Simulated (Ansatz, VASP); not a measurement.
AlNi3 in VASP and in Ansatz

Contents of POSCAR:

```
AlNi3
1.0
    0.0000000000      2.8018887551      2.8018887551
    2.8018887551      0.0000000000      2.8018887551
    2.8018887551      2.8018887551      0.0000000000
Al Ni
1 3
Direct
    0.5000000000      0.5000000000      0.5000000000
    0.2500000000      0.2500000000      0.2500000000
    0.0000000000      0.0000000000      0.0000000000
    0.7500000000      0.7500000000      0.7500000000
```

Contents of INCAR.step1:

```
SYSTEM = AlNi3
PREC = Accurate ; ENCUT = 650
ISMEAR = 0 ; SIGMA = 0.1
LREAL = .False. ; LASPH = .True.
NELM = 120 ; NBANDS = 36
GGA = PE ; ALGO = Normal
EDIFF = 1E-5 ; LWAVE = .True.
LCHARG = .False. ; GGA_COMPAT = .False.
```

The input INCAR.step2:

```
SYSTEM = AlNi3
PREC = Accurate ; ENCUT = 650
EDIFF = 1E-6 ; ISMEAR = 0
SIGMA = 0.1 ; LREAL = .False.
LASPH = .True. ; NELM = 120
ALGO = Normal ; ISIF = 2
LWAVE = .False. ; LCHARG = .True.
METAGGA = R2SCAN ; LMIXTAU = .True.
LELF = .True. ; LVHAR = .True.
NBANDS = 36 ; ISTART = 1
GGA_COMPAT = .False.
```

The input KPOINTS:

```
regular mesh
0
Gamma
  1 1 1
  0 0 0
```

Input for Ansatz:

```yaml
crystal:
  lattice:
    - [0.0, 2.8018887551, 2.8018887551]
    - [2.8018887551, 0.0, 2.8018887551]
    - [2.8018887551, 2.8018887551, 0.0]
  atoms:
    - { symbol: Al, position: [0.5, 0.5, 0.5] }
    - { symbol: Ni, position: [0.25, 0.25, 0.25] }
    - { symbol: Ni, position: [0.0, 0.0, 0.0] }
    - { symbol: Ni, position: [0.75, 0.75, 0.75] }
basis:
  ecutwfc: 500
kpoints:
  mp_grid: { grid: [1, 1, 1] }
hamiltonian:
  xc: r2scan
scf:
  occupations: { method: gaussian, width: 0.1 }
output:
  forces: true
  stress: true
  eigenvalues: true
```

Alike in both runs: task single point; functional r2SCAN; k mesh 1 × 1 × 1; occupations gaussian, width 0.1 eV; no spin polarisation.

```csv
,VASP,Ansatz
version,VASP 6.6.1,Ansatz 0.2.0
potentials or method,"VASP PAW PBE potentials, release 64 (Al, Ni_sv_GW), cutoff 650 eV","scalar-relativistic, plane waves, PAW"
valence electrons in the cell,57,57
```

```tsv
	VASP	Ansatz	Ansatz less VASP
pressure (GPa)	0.9	3.7	+2.78
```

VASP's potentials were made for PBE, not for r2SCAN. With one functional, cell and mesh, what is left measures potentials, basis and numerics.

The k mesh is coarse, so the values compare programs but aren't converged.
